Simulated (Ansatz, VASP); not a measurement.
# One calculation of Al3Cl, two programs

```
CELL_PARAMETERS angstrom
2.88572 0.00000 0.00000
-1.44286 2.49910 0.00000
0.00000 0.00000 8.95432
ATOMIC_POSITIONS crystal
Al 0.66667 0.33333 0.50000
Al 0.33333 0.66667 0.24192
Al 0.33333 0.66667 0.75808
Cl 0.66667 0.33333 0.00000
```

Change from the starting cell: species swapped into the GaAg3 type (P-6m2, No. 187).

Alike in both runs: task relaxation of cell and atoms; functional PBE; k mesh 6 × 6 × 2; occupations gaussian, width 0.1 eV; no spin polarisation.

|  | VASP | Ansatz |
| --- | --- | --- |
| version | VASP 6.6.1 | Ansatz 0.2.0 |
| potentials or method | VASP PAW PBE potentials, release 64 (Al, Cl), cutoff 600 eV | scalar-relativistic, plane waves, PAW |
| valence electrons in the cell | 16 | 16 |

Ansatz gave:

- gap on the k mesh at the Fermi level, each at its own relaxed structure (eV): none
- relaxed volume (Å³/atom): 18.04
- relaxed cell length with the largest relative difference (Å): 9.168

Q: Estimate VASP's values.

A: gap on the k mesh at the Fermi level, each at its own relaxed structure (eV): none; relaxed volume (Å³/atom): 18.04; relaxed cell length with the largest relative difference (Å): 9.179.

A gap of «none» marks a metal or a gap that the smearing closes.

The k mesh is coarse, so the values compare programs but aren't converged.
